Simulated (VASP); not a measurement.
Runs of VASP 6.6.1 on SnO2. The structure is that of space group P4_2/mnm (No. 136), or close to it. The cells are those of the table. 

```tsv
task	cell	cutoff (eV)	gap on the mesh (eV)	pressure (GPa)	largest force (eV/Å)
relaxation of shape and atoms at fixed volume	relaxed from a = 4.875, b = 4.875, c = 3.270 Å, 6 atoms	600	0.40	-4.2	0.01
single point	a = 4.827, b = 4.827, c = 3.238 Å, 6 atoms	520	(a)	0.6	0.01
relaxation of shape and atoms at fixed volume	relaxed from a = 4.935, b = 4.935, c = 3.285 Å, 6 atoms	600	0.18	-8.0	-
relaxation of shape and atoms at fixed volume	relaxed from a = 4.717, b = 4.717, c = 3.188 Å, 6 atoms	600	1.30	12.8	0.01
relaxation of shape and atoms at fixed volume	relaxed from a = 4.779, b = 4.779, c = 3.205 Å, 6 atoms	600	(b)	6.0	0.01
```

Alike in all rows: level PBE; potentials or basis VASP PAW PBE potentials, release 64 (Sn_d, O); no spin polarisation; k mesh 6 × 6 × 8; smearing gaussian 0.02 eV.

Question: Fill in the values left out.

Answer: (a) 0.67; (b) 0.96.

Caveats: spin-orbit coupling is left out, which moves the levels of the heavy elements.

A k mesh can miss the band edges, and the runs leave out spin-orbit coupling on Sn.
